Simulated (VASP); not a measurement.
WS, 2 atoms in the cell. The structure is cubic, space group Pm-3m (No. 221). Conventional cell: a = 3.008 Å, b = 3.008 Å, c = 3.008 Å, α = 90.00°, β = 90.00°, γ = 90.00°. Within 3.4 Å of W (site symmetry m-3m) lie 8 S at 2.60 Å and 6 W at 3.01 Å. S (site symmetry m-3m) has 8 W at 2.60 Å and 6 S at 3.01 Å within 3.4 Å. 

```yaml
Program: VASP 6.6.1
Task: single point
Functional: LDA
Potentials_or_basis: VASP PAW LDA potentials, release 64 (W_sv, S)
Cutoff: 520 eV
k_mesh: 9 × 9 × 9
Occupations: fermi-dirac, width 0.05 eV
Spin: no spin polarisation
Hubbard_terms: W d U = 5.0 eV
Dipole_correction: no
Further_INCAR_settings: ALGO = Normal; EDIFF = 1e-06; NBANDS = 17
```

Potentials or basis: VASP PAW LDA potentials, release 64 (W_sv, S).

Launch:

```bash
$ cat potpaw_LDA.64/W_sv/POTCAR potpaw_LDA.64/S/POTCAR > POTCAR
$ mpirun -np 1 vasp_std > vasp.out
```

Hardware: 1 thread of Intel Xeon 6975P-C, on a shared host.

**Question.** How long does it take, and how much memory?

**Answer.** It took 5.9 s on 1 thread of Intel Xeon 6975P-C, on a shared host, peak memory 0.14 GiB. Counts: scf iterations 13, k points 35.
